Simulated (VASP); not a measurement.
A run of VASP 6.6.1 is set up as follows.

INCAR

```
PREC = Accurate
ENCUT = 520
EDIFF = 1E-7
ISMEAR = -1
SIGMA = 0.03
LREAL = F
LASPH = T
NELM = 100
ALGO = Normal
ISIF = 2
LWAVE = F
LCHARG = F
GGA = PS
NBANDS = 42
```

Contents of KPOINTS:

```
Automatic mesh
0
Gamma
  6 6 2
```

The input POSCAR:

```
KScSe2
1.0
    4.1140444218      0.0000000000      0.0000000000
    0.0000000000      4.1140444218      0.0000000000
    0.0000000000      0.0000000000     12.1287909855
K Se Sc
2 4 2
Direct
    0.5000000000      0.0000000000      0.8891910945
    0.0000000000      0.5000000000      0.1108089055
    0.5000000000      0.0000000000      0.1760129793
    0.0000000000      0.5000000000      0.3967719882
    0.5000000000      0.0000000000      0.6032280118
    0.0000000000      0.5000000000      0.8239870207
    0.5000000000      0.0000000000      0.3762033350
    0.0000000000      0.5000000000      0.6237966650
```

Potentials or basis: VASP PAW PBE potentials, release 64 (K_sv, Se, Sc_sv).

The run is started by

```console
$ cat potpaw_PBE.64/K_sv/POTCAR potpaw_PBE.64/Se/POTCAR potpaw_PBE.64/Sc_sv/POTCAR > POTCAR
$ mpirun -np 1 vasp_std > vasp.out
```

**Question.** Estimate the largest force.

**Answer.** 0.022 eV/Å.

**Question.** What does it give for the pressure?

**Answer.** 0.2 GPa.

**Question.** What does it give for the band gap on the k mesh?

**Answer.** 0.17 eV.

Forces in eV/Å, atoms in the order of the input:
```
K    0.000  0.000  0.012
K    0.000  0.000 -0.012
Se   0.000  0.000 -0.022
Se   0.000  0.000 -0.006
Se   0.000  0.000  0.006
Se   0.000  0.000  0.022
Sc   0.000  0.000  0.019
Sc   0.000  0.000 -0.019
```

Caveat: the PAW data sets were made with another functional, which shifts forces and pressure a little. A k mesh can miss the band edges.
